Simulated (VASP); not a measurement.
# WC (P-6m2) in VASP: further runs

The runs below take WC through single point, with PBEsol.

All numbers are computed with VASP 6.6.1; they aren't measurements. Logs are shortened: lines on timing, memory, paths and dates and some standing lists are left out, and cuts for length are marked.

## 1. The cell of the first run

The structure is hexagonal, space group P-6m2 (No. 187). Conventional cell: a = 2.782 Å, b = 2.782 Å, c = 2.715 Å, α = 90.00°, β = 90.00°, γ = 120.00°. W (site symmetry -6m2) has 6 C at 2.10 Å and 8 W at 2.71 to 2.78 Å within 2.8 Å. Within 2.8 Å of C (site symmetry -6m2) lie 6 W at 2.10 Å and 8 C at 2.71 to 2.78 Å.

## 2. Single point, PBEsol (strain -0.040 along x and y, -0.040 along z)

INCAR

```
SYSTEM = WC
ALGO = Normal
EDIFF = 1E-6
ENCUT = 520
GGA = PS
ISIF = 2
ISMEAR = 0
LASPH = .TRUE.
LCHARG = .TRUE.
LELF = .TRUE.
LREAL = .FALSE.
LVHAR = .TRUE.
LWAVE = .FALSE.
NBANDS = 16
NELM = 80
PREC = Accurate
SIGMA = 0.15
```

KPOINTS

```
k-points
0
G
  24 24 22
  0 0 0
```

POSCAR

```
WC
1.0
    2.7824771203      0.0000000000      0.0000000000
   -1.3912385602      2.4096958716      0.0000000000
    0.0000000000      0.0000000000      2.7145074275
W C
1 1
Direct
    0.0000000000      0.0000000000      0.0000000000
    0.6666666667      0.3333333333      0.5000000000
```

Potentials or basis: VASP PAW PBE potentials, release 64 (W_sv, C).

On the command line:

```
cat potpaw_PBE.64/W_sv/POTCAR potpaw_PBE.64/C/POTCAR > POTCAR
mpirun -np 1 vasp_std > vasp.out
```

OUTCAR:

```text
SYSTEM = WC
   EDIFF = 1E-6
   ENCUT = 520
   GGA = PS
   ISIF = 2
   ISMEAR = 0
   LASPH = .TRUE.
   LREAL = .FALSE.
   NELM = 80
   PREC = Accurate

 ion  position               nearest neighbor table
   1  0.000  0.000  0.000-   2 2.10   2 2.10   2 2.10   2 2.10   2 2.10   2 2.10
   2  0.667  0.333  0.500-   1 2.10   1 2.10   1 2.10   1 2.10   1 2.10   1 2.10

  LATTYP: Found a hexagonal cell.
 ALAT       =     2.7824771203
 C/A-ratio  =     0.9755722366

  Lattice vectors:

 A1 = (   2.7824771203,   0.0000000000,   0.0000000000)
 A2 = (  -1.3912385602,   2.4096958716,   0.0000000000)
 A3 = (   0.0000000000,   0.0000000000,   2.7145074275)

Analysis of symmetry for initial positions (statically):
=====================================================================
 Subroutine PRICEL returns:
 Original cell was already a primitive cell.

 Routine SETGRP: Setting up the symmetry group for a
 hexagonal supercell.

 Subroutine GETGRP returns: Found 12 space group operations
 (whereof 12 operations were pure point group operations)
 out of a pool of 24 trial point group operations.

The static configuration has the point symmetry D_3h.

Analysis of symmetry for dynamics (positions and initial velocities):
=====================================================================
 Subroutine PRICEL returns:
 Original cell was already a primitive cell.

 Routine SETGRP: Setting up the symmetry group for a
 hexagonal supercell.

 Subroutine GETGRP returns: Found 12 space group operations
 (whereof 12 operations were pure point group operations)
 out of a pool of 24 trial point group operations.

The dynamic configuration has the point symmetry D_3h.

 Subroutine INISYM returns: Found 12 space group operations
 (whereof 12 operations are pure point group operations),
 and found     1 'primitive' translations

----------------------------------------------------------------------------------------

                                     Primitive cell

  volume of cell :      18.2006

  direct lattice vectors                    reciprocal lattice vectors
     2.782477120  0.000000000  0.000000000     0.359391994  0.207495064  0.000000000
    -1.391238560  2.409695872  0.000000000     0.000000000  0.414990129  0.000000000
     0.000000000  0.000000000  2.714507428     0.000000000  0.000000000  0.368390961

  length of vectors
     2.782477120  2.782477120  2.714507428     0.414990129  0.414990129  0.368390961

  position of ions in fractional coordinates (direct lattice)
     0.000000000  0.000000000  0.000000000
     0.666666667  0.333333333  0.500000000

  ion indices of the primitive-cell ions
   primitive index   ion index
                 1           1
                 2           2

----------------------------------------------------------------------------------------

 KPOINTS: k-points

Automatic generation of k-mesh.
 Grid dimensions read from file:
 generate k-points for:   24   24   22

 Generating k-lattice:

  Cartesian coordinates                     Fractional coordinates (reciprocal lattice)
     0.014974666  0.008645628  0.000000000     0.041666667  0.000000000  0.000000000
     0.000000000  0.017291255  0.000000000     0.000000000  0.041666667  0.000000000
     0.000000000  0.000000000  0.016745044     0.000000000  0.000000000  0.045454545

  Length of vectors
     0.017291255  0.017291255  0.016745044

  Shift w.r.t. Gamma in fractional coordinates (k-lattice)
     0.000000000  0.000000000  0.000000000

 Subroutine IBZKPT returns following result:
 ===========================================

 Found    732 irreducible k-points:

 Following reciprocal coordinates:
            Coordinates               Weight
  0.000000  0.000000  0.000000      1.000000
  0.041667  0.000000  0.000000      6.000000
  0.083333  0.000000  0.000000      6.000000
  0.125000  0.000000  0.000000      6.000000
  0.166667  0.000000  0.000000      6.000000
  0.208333  0.000000  0.000000      6.000000
[... 16 lines left out ...]
  0.416667  0.041667  0.000000     12.000000
  0.458333  0.041667  0.000000     12.000000
 [... further k-points ...]
   k-points           NKPTS =    732   k-points in BZ     NKDIM =    732   number of bands    NBANDS=     16
   number of dos      NEDOS =    301   number of ions     NIONS =      2
   total plane-waves  NPLWV =  11520
   dimension x,y,z NGX =    24 NGY =   24 NGZ =   20
   dimension x,y,z NGXF=    48 NGYF=   48 NGZF=   40
   ions per type =               1   1
   NGX,Y,Z   is equivalent  to a cutoff of  14.34, 14.34, 12.25 a.u.
   NGXF,Y,Z  is equivalent  to a cutoff of  28.68, 28.68, 24.50 a.u.
 SYSTEM =  WC
   PREC   = accura    normal or accurate (medium, high low for compatibility)
   ISTART =      0    job   : 0-new  1-cont  2-samecut
   ICHARG =      2    charge: 1-file 2-atom 10-const
   ISPIN  =      1    spin polarized calculation?
   LNONCOLLINEAR =      F non collinear calculations
   LSORBIT =      F    spin-orbit coupling
   LASPH  =      T    aspherical Exc in radial PAW
   ENCUT  =  520.0 eV  38.22 Ry    6.18 a.u.   5.17  5.17  5.05*2*pi/ulx,y,z
   NELM   =     80;   NELMIN=  2; NELMDL= -5     # of ELM steps
   EDIFF  = 0.1E-05   stopping-criterion for ELM
   LREAL  =      F    real-space projection
   EDIFFG = 0.1E-04   stopping-criterion for IOM
   NSW    =      0    number of steps for IOM
   IBRION =     -1    ionic relax: 0-MD 1-quasi-New 2-CG
   NFREE  =      0    steps in history (QN), initial steepest desc. (CG)
   ISIF   =      2    stress and relaxation
   ISYM   =      2    0-nonsym 1-usesym 2-fastsym
   POTIM  = 0.5000    time-step for ionic-motion
   TEBEG  =    0.0;   TEEND  =   0.0 temperature during run
   PSTRESS=    0.0 pullay stress
   NELECT =      18.0000    total number of electrons
   NUPDOWN=      -1.0000    fix difference up-down
   EMIN   =  10.00;   EMAX   =-10.00  energy-range for DOS
   EFERMI =   0.00;   METHOD = LEGACY
   ISMEAR =     0;   SIGMA  =   0.15  broadening in eV -4-tet -1-fermi 0-gaus
   EFERMI_NEDOS =   21; number of points for ismear=-14 and -15
   IALGO  =     38    algorithm
   IMIX   =      4    mixing-type and parameters
     AMIX     =   0.40;   BMIX     =  1.00
     AMIX_MAG =   1.60;   BMIX_MAG =  1.00
  volume/ion in A,a.u.               =       9.10        61.41
  Fermi-wavevector in a.u.,A,eV,Ry     =   1.631063  3.082262 36.196479  2.660366
  Thomas-Fermi vector in A             =   2.723261
   LORBIT       =      0    0 simple, 1 ext, 2 COOP (PROOUT), +10 PAW based schemes
   GGA     = PS    functional components
   LHFCALC =     F    Hartree Fock is set to
   AEXX    =    0.0000 exact exchange contribution
   IVDW    =     0    specifies the selected vdW correction
   LEPSILON=     F    determine dielectric tensor
   LRPA    =     F    only Hartree local field effects (RPA)
 non-spin polarized calculation
 Gauss-broadening in eV      SIGMA  =   0.15
  energy-cutoff  :      520.00
  volume of cell :       18.20
 maximum number of plane-waves:       503
 NGX is ok and might be reduce to    24
   NGX = 11   NGY = 11   NGZ = 11

 number of electron      18.0000002 magnetization

 Free energy of the ion-electron system (eV)
  ---------------------------------------------------
  ext. energy  EPLUGINS =         0.00000000
  ---------------------------------------------------
  free energy    TOTEN  =       -23.44100644 eV

  energy without entropy =      -23.43749049  energy(sigma->0) =      -23.43924846

 E-fermi :  12.9409     XC(G=0): -14.6671

 val. band max:       12.9296582773   @ k =   0.0833   0.0417   0.3182
 cond. band min:      12.9483410681   @ k =   0.4583   0.0000   0.3636
 fundamental gap:      0.0186827909
 Fermi energy:        12.9409252198

 k-point     1 :       0.0000    0.0000    0.0000
  band No.  band energies     occupation
      1     -60.7680      2.00000
      2     -24.7442      2.00000
      3     -24.5847      2.00000
      4     -24.5847      2.00000
      5      -2.5448      2.00000
      6       7.7550      2.00000
[... 8 lines left out ...]
     15      28.7359      0.00000
     16      30.8530      0.00000

 k-point     2 :       0.0417    0.0000    0.0000
  band No.  band energies     occupation
      1     -60.7662      2.00000
      2     -24.7411      2.00000
      3     -24.6087      2.00000
      4     -24.5899      2.00000
      5      -2.4891      2.00000
      6       7.7794      2.00000
[... 8 lines left out ...]
     15      28.5434      0.00000
     16      30.9663      0.00000

 k-point     3 :       0.0833    0.0000    0.0000
  band No.  band energies     occupation
      1     -60.7608      2.00000
      2     -24.7319      2.00000
      3     -24.6789      2.00000
      4     -24.6053      2.00000
      5      -2.3251      2.00000
      6       7.8218      2.00000
[... 8 lines left out ...]
     15      28.1740      0.00000
     16      31.2986      0.00000

 k-point     4 :       0.1250    0.0000    0.0000
  band No.  band energies     occupation
      1     -60.7523      2.00000
      2     -24.7890      2.00000
      3     -24.7173      2.00000
      4     -24.6298      2.00000
      5      -2.0617      2.00000
      6       7.7511      2.00000
[... 8 lines left out ...]
     15      27.8414      0.00000
     16      31.8275      0.00000
[... 324 lines left out ...]
 k-point    22 :       0.3750    0.0417    0.0000
  band No.  band energies     occupation
      1     -60.6707      2.00000
      2     -25.7514      2.00000
      3     -24.8687      2.00000
      4     -24.5765      2.00000
      5       0.7775      2.00000
      6       5.5131      2.00000
[... 8 lines left out ...]
     15      28.7617      0.00000
     16      31.5770      0.00000

 k-point    23 :       0.4167    0.0417    0.0000
  band No.  band energies     occupation
      1     -60.6637      2.00000
      2     -25.8286      2.00000
      3     -24.8885      2.00000
      4     -24.5642      2.00000
      5       1.0753      2.00000
      6       5.3713      2.00000
[... 8 lines left out ...]
     15      27.9833      0.00000
     16      32.3266      0.00000

 k-point    24 :       0.4583    0.0417    0.0000
  band No.  band energies     occupation
      1     -60.6600      2.00000
      2     -25.8683      2.00000
      3     -24.8988      2.00000
      4     -24.5579      2.00000
      5       1.2358      2.00000
      6       5.3036      2.00000
[... 8 lines left out ...]
     15      27.5502      0.00000
     16      32.7767      0.00000

 [... further k-points ...]

------------------------ aborting loop because EDIFF is reached ----------------------------------------

  FORCE on cell =-STRESS in cart. coord.  units (eV):
  Direction    XX          YY          ZZ          XY          YZ          ZX
  --------------------------------------------------------------------------------------
  -------------------------------------------------------------------------------------
  Total        7.2571951      7.2571951      8.3913728     -0.0000000      0.0000000      0.0000000
  in kB      638.8435422    638.8435422    738.6840581     -0.0000000      0.0000000      0.0000000
  external PRESSURE =     672.1237141 kB  Pullay stress =       0.0000000 kB

 VOLUME and BASIS-vectors are now :
 -----------------------------------------------------------------------------
  energy-cutoff  :      520.00
  volume of cell :       18.20
      direct lattice vectors                 reciprocal lattice vectors
     2.782477120  0.000000000  0.000000000     0.359391994  0.207495064  0.000000000
    -1.391238560  2.409695872  0.000000000     0.000000000  0.414990129  0.000000000
     0.000000000  0.000000000  2.714507428     0.000000000  0.000000000  0.368390961

 POSITION                                       TOTAL-FORCE (eV/Angst)
 -----------------------------------------------------------------------------------
      0.00000      0.00000      0.00000         0.000000     -0.000000      0.000000
      1.39124      0.80323      1.35725        -0.000000      0.000000      0.000000
 -----------------------------------------------------------------------------------
    total drift:                               -0.000000      0.000000      0.000000

  FREE ENERGIE OF THE ION-ELECTRON SYSTEM (eV)
  ---------------------------------------------------
  free  energy   TOTEN  =       -23.4410064430 eV

  energy  without entropy=      -23.4374904866  energy(sigma->0) =      -23.43924846
```

Run time: 1.7 min. Hardware: 1 thread of Intel Xeon 8259CL, shared host; peak memory 0.32 GiB.

The run converged, but its numbers aren't listed here, since they failed a check.

Caveat: the cell differs from its parent crystal (strain -0.040 along x and y, -0.040 along z); the stress differs along the axes, from 64 to 74 GPa; the PAW data sets were made with another functional, which shifts forces and pressure a little; spin-orbit coupling is left out, which moves the levels of the heavy elements.

## 3. Single point, PBEsol (strain -0.080 along x and y, +0.080 along z)

INCAR

```
PREC     = Accurate       # precision mode
ENCUT    = 520            # plane-wave cutoff, eV
EDIFF    = 1E-7           # SCF threshold, eV
ISMEAR   = 0              # smearing method
SIGMA    = 0.15           # smearing width, eV
LREAL    = F              # projectors in reciprocal space
LASPH    = T              # aspherical terms in the spheres
NELM     = 80             # most SCF steps
ALGO     = Normal         # electronic algorithm
ISIF     = 2              # what is computed and relaxed
LWAVE    = F              # write WAVECAR
LCHARG   = F              # write CHGCAR
GGA      = PS             # functional
NBANDS   = 16             # bands
```

KPOINTS

```
regular mesh
0
Gamma
  24 24 22
```

POSCAR

```
WC
1.0
    2.6665405736      0.0000000000      0.0000000000
   -1.3332702868      2.3092918770      0.0000000000
    0.0000000000      0.0000000000      3.0538208559
W C
1 1
Direct
    0.0000000000      0.0000000000      0.0000000000
    0.6666666667      0.3333333333      0.5000000000
```

Potentials or basis: VASP PAW PBE potentials, release 64 (W_sv, C).

On the command line:

```
cat potpaw_PBE.64/W_sv/POTCAR potpaw_PBE.64/C/POTCAR > POTCAR
mpirun -np 1 vasp_std > vasp.out
```

Run time: 1.9 min. Hardware: 1 thread of Intel Xeon 8259CL, shared host; peak memory 0.32 GiB.

Results (log left out):

```
Free energy            : -22.8916 eV
Pressure               : 46.5 GPa
Band gap on the k mesh : zero (bands 9 and 10 overlap by 1.15 eV)
```

Stress tensor (GPa, compression positive):
```
 87.38   0.00   0.00
  0.00  87.38   0.00
  0.00   0.00 -35.26
```

Levels at points of the mesh, in eV from the Fermi level:
```csv
k point,band 5,band 6,band 7,band 8,band 9,band 10,band 11,band 12,band 13,band 14
"(0.00, 0.00, 0.00)",-15.31,-5.61,-2.70,-2.70,-1.46,3.58,3.58,5.40,5.40,8.64
"(0.50, 0.00, 0.00)",-11.04,-7.40,-5.83,-4.53,0.44,2.07,6.26,6.34,7.02,9.37
"(0.00, 0.00, 0.50)",-11.53,-9.64,-0.95,-0.95,-0.60,-0.60,0.65,5.53,5.53,10.40
"(0.50, 0.00, 0.50)",-11.90,-7.37,-5.04,-3.58,0.05,4.27,6.27,6.81,9.65,11.84
```

Caveat: the cell differs from its parent crystal (strain -0.080 along x and y, +0.080 along z); the stress differs along the axes, from -35 to 87 GPa; the PAW data sets were made with another functional, which shifts forces and pressure a little; spin-orbit coupling is left out, which moves the levels of the heavy elements.

## 4. Single point, PBEsol (strain +0.000 along x and y, -0.080 along z)

INCAR

```
SYSTEM = WC
PREC     = Accurate       ! precision mode
ENCUT    = 520            ! plane-wave cutoff, eV
EDIFF    = 1E-6           ! SCF threshold, eV
ISMEAR   = 0              ! smearing method
SIGMA    = 0.15           ! smearing width, eV
LREAL    = .FALSE.        ! projectors in reciprocal space
LASPH    = .TRUE.         ! aspherical terms in the spheres
NELM     = 80             ! most SCF steps
ALGO     = Normal         ! electronic algorithm
ISIF     = 2              ! what is computed and relaxed
LWAVE    = .FALSE.        ! write WAVECAR
LCHARG   = .FALSE.        ! write CHGCAR
GGA      = PS             ! functional
NBANDS   = 16             ! bands
```

KPOINTS

```
Automatic mesh
0
G
  24 24 22
  0 0 0
```

POSCAR

```
WC
1.0
    2.8984136670      0.0000000000      0.0000000000
   -1.4492068335      2.5100998663      0.0000000000
    0.0000000000      0.0000000000      2.6014029513
W C
1 1
Direct
    0.0000000000      0.0000000000      0.0000000000
    0.6666666667      0.3333333333      0.5000000000
```

On the command line:

```
cat potpaw_PBE.64/W_sv/POTCAR potpaw_PBE.64/C/POTCAR > POTCAR
mpirun -np 1 vasp_std > vasp.out
```

Wall time 88 s (1 thread of Intel Xeon 8259CL, shared host); peak memory 0.33 GiB.

It converged, with:

```
Free energy            : -23.3969 eV
Pressure               : 49.8 GPa
Band gap on the k mesh : zero (bands 9 and 10 overlap by 1.75 eV)
```

Stress tensor (GPa, compression positive):
```
 21.99   0.00   0.00
  0.00  21.99   0.00
  0.00   0.00 105.34
```

Levels at points of the mesh, in eV from the Fermi level:
```
           k point  band 7  band 8  band 9  band 10  band 11  band 12
(0.00, 0.00, 0.00)   -4.48   -4.48    1.00     3.90     3.90     6.03
(0.50, 0.00, 0.00)   -4.21   -2.98   -1.12     3.06     4.38     4.43
(0.00, 0.00, 0.50)   -3.21   -3.21   -0.71    -0.71     4.16     4.16
(0.50, 0.00, 0.50)   -5.55   -4.17    0.56     4.46     6.36     7.38
```

Caveat: the cell differs from its parent crystal (strain +0.000 along x and y, -0.080 along z); the stress differs along the axes, from 22 to 105 GPa; the PAW data sets were made with another functional, which shifts forces and pressure a little; spin-orbit coupling is left out, which moves the levels of the heavy elements.
